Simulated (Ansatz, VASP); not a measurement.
# One calculation of W, two programs

Contents of INCAR:

```
ALGO     = Normal         # electronic algorithm
EDIFF    = 1E-7           # SCF threshold, eV
EDIFFG   = -0.05          # ionic threshold
ENCUT    = 500            # plane-wave cutoff, eV
GGA      = PE             # functional
GGA_COMPAT= F            
IBRION   = 2              # ionic algorithm
ISIF     = 3              # what is computed and relaxed
ISMEAR   = 0              # smearing method
LASPH    = T              # aspherical terms in the spheres
LCHARG   = F              # write CHGCAR
LREAL    = F              # projectors in reciprocal space
LWAVE    = F              # write WAVECAR
NELM     = 120            # most SCF steps
NELMIN   = 4            
NSW      = 100            # ionic steps
PREC     = Accurate       # precision mode
SIGMA    = 0.1            # smearing width, eV
```

Contents of KPOINTS:

```
k-points
0
Gamma
  8 8 8
```

File POSCAR:

```
W
1.0
   -1.5750000000      1.5750000000      1.5750000000
    1.5750000000     -1.5750000000      1.5750000000
    1.5750000000      1.5750000000     -1.5750000000
W
1
Direct
    0.0000000000      0.0000000000      0.0000000000
```

Input for Ansatz:

```yaml
crystal:
  lattice:
    - [-1.575, 1.575, 1.575]
    - [1.575, -1.575, 1.575]
    - [1.575, 1.575, -1.575]
  atoms:
    - { symbol: W, position: [0.0, 0.0, 0.0] }
basis:
  ecutwfc: 420
kpoints:
  mp_grid: { grid: [8, 8, 8] }
hamiltonian:
  xc: pbe
  pseudopotentials: { kind: paw, azcp: { folder: soft_1 } }
scf:
  occupations: { method: gaussian, width: 0.1 }
output:
  forces: true
  stress: true
  eigenvalues: true
relax:
  adjacent_minimum: "off"
  f_tol: 0.05
  max_steps: 80
  cell: { stress_tol: 0.5 }
```

Alike in both runs: task relaxation of cell and atoms; functional PBE; k mesh 8 × 8 × 8; occupations gaussian, width 0.1 eV; no spin polarisation.

|  | VASP | Ansatz |
| --- | --- | --- |
| version | VASP 6.6.1 | Ansatz 0.2.0 |
| potentials or method | VASP PAW PBE potentials, release 64 (W_sv), cutoff 500 eV | scalar-relativistic, plane waves, PAW |
| valence electrons in the cell | 14 | 14 |

|  | VASP | Ansatz | Ansatz less VASP |
| --- | --- | --- | --- |
| gap on the k mesh at the Fermi level, each at its own relaxed structure (eV) | none | none | - |
| relaxed volume (Å³/atom) | 16.18 | 16.16 | -0.020 |
| relaxed cell length with the largest relative difference (Å) | 2.760 | 2.758 | -0.0011 |

A gap of «none» marks a metal or a gap that the smearing closes.

Spin-orbit coupling is off throughout.
